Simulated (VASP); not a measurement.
Crystal: BaGeP4.

```
Ba Ge P
1.0
     0.00000    4.00051    4.00051
     4.00051    0.00000    4.00051
     4.00051    4.00051    0.00000
Ba Ge P
1 1 4
Direct
  0.00000 0.00000 0.00000
  0.75000 0.75000 0.75000
  0.80898 0.39701 0.39701
  0.39701 0.39701 0.39701
  0.39701 0.80898 0.39701
  0.39701 0.39701 0.80898
```

The cell was generated, and may not be a known phase.

| Property | Result |
| --- | --- |
| Program | VASP 6.6.1 |
| Task | relaxation of cell and atoms |
| Functional | PBE |
| Potentials or basis | VASP PAW PBE potentials, release 64 (Ba_sv, Ge_d, P) |
| Cutoff | 600 eV |
| k mesh | 8 × 8 × 8 |
| Occupations | gaussian, width 0.1 eV |
| Spin | no spin polarisation |

At the start: pressure 0.5 GPa; volume 21.34 Å³/atom.

Where does the relaxation end?

Over 6 steps the energy falls by 4.5 meV/atom and the volume is 22.17 Å³/atom (+3.9 %); space group F-43m (No. 216, to 0.1 Å) before and after.

The path:
| step | energy change (eV) | largest force (eV/Å) | pressure (GPa) | volume (Å³) |
| --- | --- | --- | --- | --- |
| 1 | 0.0000 | 0.2592 | 0.51 | 128.05 |
| 2 | -0.0142 | 0.1470 | 0.49 | 129.31 |
| 3 | -0.0246 | 0.0555 | 0.56 | 131.32 |
| 4 | -0.0248 | 0.0961 | 0.57 | 131.68 |
| 5 | -0.0241 | 0.1135 | -0.63 | 134.52 |
| 6 | -0.0270 | 0.0030 | -0.01 | 133.00 |

Final structure:
```
Ba Ge P
1.0
     0.00000    4.05140    4.05140
     4.05140    0.00000    4.05140
     4.05140    4.05140    0.00000
Ba Ge P
1 1 4
Direct
  0.00000 0.00000 0.00000
  0.75000 0.75000 0.75000
  0.80114 0.39962 0.39962
  0.39962 0.39962 0.39962
  0.39962 0.80114 0.39962
  0.39962 0.39962 0.80114
```
